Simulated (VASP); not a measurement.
# InSbTe3 (P6/mmm) in VASP: notebook, part 4 of 4

VASP 6.6.1. The steps go on from the part before.

### Step 6. Relaxation of cell and atoms, PBE

This run uses another cell than the first one, of 40.16 Å³/atom.

INCAR

```
SYSTEM = InSbTe3
ALGO = Normal ; EDIFF = 1E-7
EDIFFG = -0.01 ; ENCUT = 600
GGA = PE ; IBRION = 2
ISIF = 3 ; ISMEAR = 0
LASPH = .True. ; LCHARG = .False.
LREAL = .False. ; LWAVE = .False.
NELM = 60 ; NSW = 100
PREC = Accurate ; SIGMA = 0.1
```

KPOINTS

```
k-points
0
Gamma
  6 6 8
  0 0 0
```

POSCAR

```
InSbTe3
1.0
    6.4732870600      0.0000000000      0.0000000000
   -3.2366435300      5.6060310400      0.0000000000
    0.0000000000      0.0000000000      5.5338845921
In Sb Te
1 1 3
Direct
    0.0000000000      0.0000000000      0.5000000000
    0.0000000000      0.0000000000      0.0000000000
    0.5000000000      0.0000000000      0.5000000000
    0.0000000000      0.5000000000      0.5000000000
    0.5000000000      0.5000000000      0.5000000000
```

Potentials or basis: VASP PAW PBE potentials, release 64 (In_d, Sb, Te).

The run is started by

```console
> cat potpaw_PBE.64/In_d/POTCAR potpaw_PBE.64/Sb/POTCAR potpaw_PBE.64/Te/POTCAR > POTCAR
> mpirun -np 1 vasp_std > vasp.out
```

OUTCAR:

```text
SYSTEM = InSbTe3
   EDIFF = 1E-7
   EDIFFG = -0.01
   ENCUT = 600
   GGA = PE
   IBRION = 2
   ISIF = 3
   ISMEAR = 0
   LASPH = .True.
   LREAL = .False.
   NELM = 60
   NSW = 100
   PREC = Accurate

 ion  position               nearest neighbor table
   1  0.000  0.000  0.500-   2 2.77   2 2.77   3 3.24   3 3.24   4 3.24   4 3.24   5 3.24   5 3.24

   2  0.000  0.000  0.000-   1 2.77   1 2.77
   3  0.500  0.000  0.500-   1 3.24   1 3.24   5 3.24   5 3.24   4 3.24   4 3.24
   4  0.000  0.500  0.500-   5 3.24   5 3.24   1 3.24   1 3.24   3 3.24   3 3.24
   5  0.500  0.500  0.500-   4 3.24   4 3.24   1 3.24   3 3.24   3 3.24   1 3.24

  LATTYP: Found a hexagonal cell.
 ALAT       =     6.4732870600
 C/A-ratio  =     0.8548801468

  Lattice vectors:

 A1 = (   6.4732870600,   0.0000000000,   0.0000000000)
 A2 = (  -3.2366435300,   5.6060310400,   0.0000000000)
 A3 = (   0.0000000000,   0.0000000000,   5.5338845921)

Analysis of symmetry for initial positions (statically):
=====================================================================
 Subroutine PRICEL returns:
 Original cell was already a primitive cell.

 Routine SETGRP: Setting up the symmetry group for a
 hexagonal supercell.

 Subroutine GETGRP returns: Found 24 space group operations
 (whereof 24 operations were pure point group operations)
 out of a pool of 24 trial point group operations.

The static configuration has the point symmetry D_6h.

Analysis of symmetry for dynamics (positions and initial velocities):
=====================================================================
 Subroutine PRICEL returns:
 Original cell was already a primitive cell.

 Routine SETGRP: Setting up the symmetry group for a
 hexagonal supercell.

 Subroutine GETGRP returns: Found 24 space group operations
 (whereof 24 operations were pure point group operations)
 out of a pool of 24 trial point group operations.

The dynamic configuration has the point symmetry D_6h.

 Subroutine INISYM returns: Found 24 space group operations
 (whereof 24 operations are pure point group operations),
 and found     1 'primitive' translations

----------------------------------------------------------------------------------------

                                     Primitive cell

  volume of cell :     200.8216

  direct lattice vectors                    reciprocal lattice vectors
     6.473287060  0.000000000  0.000000000     0.154481022  0.089189660  0.000000000
    -3.236643530  5.606031040  0.000000000     0.000000000  0.178379319  0.000000000
     0.000000000  0.000000000  5.533884592     0.000000000  0.000000000  0.180704889

  length of vectors
     6.473287060  6.473287060  5.533884592     0.178379319  0.178379319  0.180704889

  position of ions in fractional coordinates (direct lattice)
     0.000000000  0.000000000  0.500000000
     0.000000000  0.000000000  0.000000000
     0.500000000  0.000000000  0.500000000
     0.000000000  0.500000000  0.500000000
     0.500000000  0.500000000  0.500000000

  ion indices of the primitive-cell ions
   primitive index   ion index
                 1           1
                 2           2
                 3           3
[... 36 lines left out ...]
  0.333333  0.166667  0.000000     12.000000
[... 16 lines left out ...]
  0.166667 -0.000000  0.375000     12.000000
  0.333333  0.000000  0.375000     12.000000
 [... further k-points ...]
   k-points           NKPTS =     35   k-points in BZ     NKDIM =     35   number of bands    NBANDS=     22
   number of dos      NEDOS =    301   number of ions     NIONS =      5
   total plane-waves  NPLWV = 139968
   dimension x,y,z NGX =    54 NGY =   54 NGZ =   48
   dimension x,y,z NGXF=   108 NGYF=  108 NGZF=   96
   ions per type =               1   1   3
   NGX,Y,Z   is equivalent  to a cutoff of  13.87, 13.87, 14.42 a.u.
   NGXF,Y,Z  is equivalent  to a cutoff of  27.74, 27.74, 28.84 a.u.
 SYSTEM =  InSbTe3
   PREC   = accura    normal or accurate (medium, high low for compatibility)
   ISTART =      0    job   : 0-new  1-cont  2-samecut
   ICHARG =      2    charge: 1-file 2-atom 10-const
   ISPIN  =      1    spin polarized calculation?
   LNONCOLLINEAR =      F non collinear calculations
   LSORBIT =      F    spin-orbit coupling
   LASPH  =      T    aspherical Exc in radial PAW
   ENCUT  =  600.0 eV  44.10 Ry    6.64 a.u.  12.93 12.93 11.05*2*pi/ulx,y,z
   NELM   =     60;   NELMIN=  2; NELMDL= -5     # of ELM steps
   EDIFF  = 0.1E-06   stopping-criterion for ELM
   LREAL  =      F    real-space projection
   EDIFFG = -.1E-01   stopping-criterion for IOM
   NSW    =    100    number of steps for IOM
   IBRION =      2    ionic relax: 0-MD 1-quasi-New 2-CG
   NFREE  =      1    steps in history (QN), initial steepest desc. (CG)
   ISIF   =      3    stress and relaxation
   ISYM   =      2    0-nonsym 1-usesym 2-fastsym
   POTIM  = 0.5000    time-step for ionic-motion
   TEBEG  =    0.0;   TEEND  =   0.0 temperature during run
   PSTRESS=    0.0 pullay stress
   NELECT =      36.0000    total number of electrons
   NUPDOWN=      -1.0000    fix difference up-down
   EMIN   =  10.00;   EMAX   =-10.00  energy-range for DOS
   EFERMI =   0.00;   METHOD = LEGACY
   ISMEAR =     0;   SIGMA  =   0.10  broadening in eV -4-tet -1-fermi 0-gaus
   EFERMI_NEDOS =   21; number of points for ismear=-14 and -15
   IALGO  =     38    algorithm
   IMIX   =      4    mixing-type and parameters
     AMIX     =   0.40;   BMIX     =  1.00
     AMIX_MAG =   1.60;   BMIX_MAG =  1.00
  volume/ion in A,a.u.               =      40.16       271.04
  Fermi-wavevector in a.u.,A,eV,Ry     =   0.923079  1.744366 11.593181  0.852075
  Thomas-Fermi vector in A             =   2.048676
   LORBIT       =      0    0 simple, 1 ext, 2 COOP (PROOUT), +10 PAW based schemes
   GGA     = PE    functional components
   LHFCALC =     F    Hartree Fock is set to
   AEXX    =    0.0000 exact exchange contribution
   IVDW    =     0    specifies the selected vdW correction
   LEPSILON=     F    determine dielectric tensor
   LRPA    =     F    only Hartree local field effects (RPA)
 conjugate gradient relaxation of ions
 non-spin polarized calculation
 Gauss-broadening in eV      SIGMA  =   0.10
  energy-cutoff  :      600.00
  volume of cell :      200.82
 maximum number of plane-waves:      6754
 NGX is ok and might be reduce to    54
   NGX = 25   NGY = 25   NGZ = 23

--------------------------------------- Ionic step        1  -------------------------------------------

 number of electron      35.9999994 magnetization

 Free energy of the ion-electron system (eV)
  ---------------------------------------------------
  ext. energy  EPLUGINS =         0.00000000
  ---------------------------------------------------
  free energy    TOTEN  =       -13.61317464 eV

  energy without entropy =      -13.57501310  energy(sigma->0) =      -13.59409387

------------------------ aborting loop because EDIFF is reached ----------------------------------------

  FORCE on cell =-STRESS in cart. coord.  units (eV):
  Direction    XX          YY          ZZ          XY          YZ          ZX
  --------------------------------------------------------------------------------------
  -------------------------------------------------------------------------------------
  Total       -0.7359036     -0.7359036      1.4761360      0.0000000     -0.0000000      0.0000000
  in kB       -5.8711210     -5.8711210     11.7767785      0.0000000     -0.0000000      0.0000000
  external PRESSURE =       0.0115122 kB  Pullay stress =       0.0000000 kB
[... 104 lines left out ...]
--------------------------------------- Ionic step        4  -------------------------------------------

 number of electron      35.9999997 magnetization

 Free energy of the ion-electron system (eV)
  ---------------------------------------------------
  ext. energy  EPLUGINS =         0.00000000
  ---------------------------------------------------
  free energy    TOTEN  =       -13.63131201 eV

  energy without entropy =      -13.59192292  energy(sigma->0) =      -13.61161747

 E-fermi :   3.5726     XC(G=0):  -8.0449

 val. band max:        3.5713488417   @ k =   0.1667   0.1667   0.1250
 cond. band min:       3.5742510144   @ k =   0.3333   0.0000   0.3750
 fundamental gap:      0.0029021727
 Fermi energy:         3.5726020140

 k-point     1 :       0.0000    0.0000    0.0000
  band No.  band energies     occupation
      1     -11.1903      2.00000
      2     -11.0584      2.00000
      3     -11.0584      2.00000
      4     -11.0093      2.00000
      5     -11.0093      2.00000
      6      -8.8202      2.00000
[... 589 lines left out ...]
     21       5.1288      0.00000
     22       6.1096      0.00000

 [... further k-points ...]

------------------------ aborting loop because EDIFF is reached ----------------------------------------

  FORCE on cell =-STRESS in cart. coord.  units (eV):
  Direction    XX          YY          ZZ          XY          YZ          ZX
  --------------------------------------------------------------------------------------
  -------------------------------------------------------------------------------------
  Total       -0.0355168     -0.0355168     -0.0098698      0.0000000      0.0000000     -0.0000000
  in kB       -0.2812139     -0.2812139     -0.0781469      0.0000000      0.0000000     -0.0000000
  external PRESSURE =      -0.2135249 kB  Pullay stress =       0.0000000 kB
[... 20 lines left out ...]
  FREE ENERGIE OF THE ION-ELECTRON SYSTEM (eV)
  ---------------------------------------------------
  free  energy   TOTEN  =       -13.6313120117 eV

  energy  without entropy=      -13.5919229239  energy(sigma->0) =      -13.61161747

 reached required accuracy - stopping structural energy minimisation
```

Run time: 8.5 min. Hardware: 1 thread of AMD EPYC 7R13 (Zen 3), shared host; peak memory 0.51 GiB.

Results:

| Item | Value |
| --- | --- |
| Free energy | -13.6313 eV |
| Relaxed volume | 40.47 Å³/atom |
| Relaxed cell | a = 6.435 Å, b = 6.435 Å, c = 5.642 Å, α = 90.00°, β = 90.00°, γ = 120.00° |
| Space group after relaxing (to 0.1 Å) | P6/mmm (No. 191) |
| Energy gained by relaxing | 3.6 meV/atom |
| Ionic steps | 4 |
| Pressure after relaxing | 0.0 GPa |
| Band gap on the k mesh | zero (bands 18 and 19 overlap by 0.70 eV) |

Step by step:
```
step  energy change (eV)  largest force (eV/Å)  pressure (GPa)  volume (Å³)
   1              0.0000                0.0000            0.00       200.82
   2             -0.0171                0.0000            0.18       200.80
   3             -0.0172                0.0000            0.21       200.79
   4             -0.0181                0.0000           -0.02       202.35
```

Final structure:
```
In Sb Te
1.0
     6.43547    0.00000    0.00000
    -3.21773    5.57328    0.00000
     0.00000    0.00000    5.64178
In Sb Te
1 1 3
Cartesian
  0.0000 0.0000 2.8209
  6.4355 0.0000 0.0000
  3.2177 0.0000 2.8209
  4.8266 2.7866 2.8209
  1.6089 2.7866 2.8209
```

Levels at points of the mesh, in eV from the Fermi level:
| k point | band 15 | band 16 | band 17 | band 18 | band 19 | band 20 | band 21 | band 22 |
| --- | --- | --- | --- | --- | --- | --- | --- | --- |
| (0.00, 0.00, 0.00) | -1.29 | -0.23 | -0.23 | 0.03 | 0.03 | 1.47 | 2.67 | 2.67 |
| (0.50, 0.00, 0.00) | -1.42 | -1.36 | -0.82 | -0.82 | -0.33 | 0.14 | 0.47 | 2.63 |
| (0.00, 0.00, 0.50) | -0.53 | -0.53 | -0.51 | -0.51 | 1.49 | 2.52 | 2.52 | 2.69 |
| (0.50, 0.00, 0.50) | -1.39 | -1.32 | -1.30 | -0.53 | 0.58 | 0.61 | 1.80 | 2.65 |

Caveat: spin-orbit coupling is left out, which moves the levels of the heavy elements.

### Step 7. Overview

```csv
task,cell,k mesh,cutoff (eV),gap on the mesh (eV),pressure (GPa),relaxed volume (Å³/atom)
single point,"a = 5.783, b = 5.783, c = 5.911 Å, angles 90.0, 90.0, 120.0°, 5 atoms",3 × 3 × 4,520,none,13.2,-
single point,"a = 6.473, b = 6.473, c = 5.534 Å, angles 90.0, 90.0, 120.0°, 5 atoms",3 × 3 × 4,520,none,0.1,-
relaxation of cell and atoms,"relaxed from a = 5.783, b = 5.783, c = 5.911 Å, angles 90.0, 90.0, 120.0°, 5 atoms",3 × 3 × 4,600,none,0.0,40.25
single point,"a = 6.437, b = 6.437, c = 5.644 Å, angles 90.0, 90.0, 120.0°, 5 atoms",6 × 6 × 8,520,none,0.0,-
relaxation of cell and atoms,"relaxed from a = 6.473, b = 6.473, c = 5.534 Å, angles 90.0, 90.0, 120.0°, 5 atoms",6 × 6 × 8,600,none,0.0,40.47
```

Alike in all rows: level PBE; potentials or basis VASP PAW PBE potentials, release 64 (In_d, Sb, Te); no spin polarisation; smearing gaussian 0.1 eV.

Caveats: some runs use coarse meshes; spin-orbit coupling is left out, which moves the levels of the heavy elements; semilocal functionals underestimate gaps, and a narrow one can read as zero (at least some runs); the volume moved by over 15 % at a fixed basis, so the end points are rough (at least some runs).

Absolute energies hang on the potentials; compare differences alone.

The gap in the log of VASP goes by the Fermi energy; the results here count the filled bands.